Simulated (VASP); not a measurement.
Sb2As2C:

```
Sb As C
1.0
    -1.84473    3.46612    4.42318
     1.84473   -3.46612    4.42318
     1.84473    3.46612   -4.42318
Sb As C
2 2 1
Direct
  0.20972 0.70972 0.50000
  0.79028 0.29028 0.50000
  0.23089 0.00000 0.23089
  0.76911 0.00000 0.76911
  0.50000 0.00000 0.50000
```

* Program: VASP 6.6.1
* Task: relaxation of cell and atoms
* Functional: PBE
* Potentials or basis: VASP PAW PBE potentials, release 64 (Sb, As, C)
* Cutoff: 600 eV
* k mesh: 6 × 6 × 6
* Occupations: gaussian, width 0.1 eV
* Spin: no spin polarisation

At the start: pressure 0.3 GPa; volume 22.63 Å³/atom.

**Question.** How do energy, volume and symmetry change on relaxing?

**Answer.** Over 7 steps the energy falls by 4.9 meV/atom and the volume is 22.89 Å³/atom (+1.2 %); space group Immm (No. 71, to 0.05 Å).

Step by step:
| step | energy change (eV) | largest force (eV/Å) | pressure (GPa) | volume (Å³) |
| --- | --- | --- | --- | --- |
| 1 | 0.0000 | 0.1053 | 0.34 | 113.13 |
| 2 | -0.0114 | 0.1476 | 0.11 | 113.91 |
| 3 | -0.0192 | 0.2192 | -0.22 | 115.20 |
| 4 | -0.0239 | 0.0128 | -0.28 | 114.91 |
| 5 | -0.0240 | 0.0471 | -0.29 | 114.87 |
| 6 | -0.0233 | 0.0585 | 0.48 | 113.81 |
| 7 | -0.0246 | 0.0099 | 0.02 | 114.44 |

Final structure:
```yaml
crystal:
  lattice:
    - [-1.90138, 3.40827, 4.41466]
    - [1.90138, -3.40827, 4.41466]
    - [1.90138, 3.40827, -4.41466]
  atoms:
    - { symbol: Sb, position: [0.21131, 0.71131, 0.50000] }
    - { symbol: Sb, position: [0.78869, 0.28869, 0.50000] }
    - { symbol: As, position: [0.22594, 0.00000, 0.22594] }
    - { symbol: As, position: [0.77406, 0.00000, 0.77406] }
    - { symbol: C, position: [0.50000, 0.00000, 0.50000] }
```
